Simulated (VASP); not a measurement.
Set up this calculation in VASP 6.6.1, as the native input.

| Property | Result |
| --- | --- |
| Task | single point |
| Functional | PBE |
| Potentials or basis | VASP PAW PBE potentials, release 64 (Na_pv) |
| Cutoff | 520 eV |
| k mesh | 8 × 10 × 11 |
| Occupations | fermi-dirac, width 0.05 eV |
| Spin | no spin polarisation |
| Dipole correction | no |
| Further INCAR settings | ALGO = Fast; EDIFF = 1e-07; NBANDS = 10 |

The structure of Na lies in POSCAR:

```
Na
1.0
   -1.5505412800      1.9781490700      3.0338966400
    1.3625378200     -2.0499529700      2.9506977200
    1.6023380600      2.1017497500     -3.0853082600
Na
1
Direct
    0.0000000000      0.0000000000      0.0000000000
```

The input as run:

INCAR

```
SYSTEM = Na
ALGO = Fast ; EDIFF = 1E-7
ENCUT = 520 ; GGA = PE
ISIF = 2 ; ISMEAR = -1
LASPH = .TRUE. ; LCHARG = .FALSE.
LREAL = .FALSE. ; LWAVE = .FALSE.
NBANDS = 10 ; NELM = 80
PREC = Accurate ; SIGMA = 0.05
```

KPOINTS

```
k-points
0
G
  8 10 11
  0 0 0
```

Potentials or basis: VASP PAW PBE potentials, release 64 (Na_pv).

Run with:

```sh
$ cat potpaw_PBE.64/Na_pv/POTCAR > POTCAR
$ mpirun -np 1 vasp_std > vasp.out
```

It gave:

The pressure is 0.7 GPa and the band gap on the k mesh is zero (an odd number of electrons rules out a gap without spin polarisation).

Caveat: the stress differs along the axes, from -2 to 4 GPa.

Run time: 2.8 min on 1 thread of Intel(R) Xeon(R) Platinum 8488C (Sapphire Rapids) (shared host), peak memory 0.25 GiB.
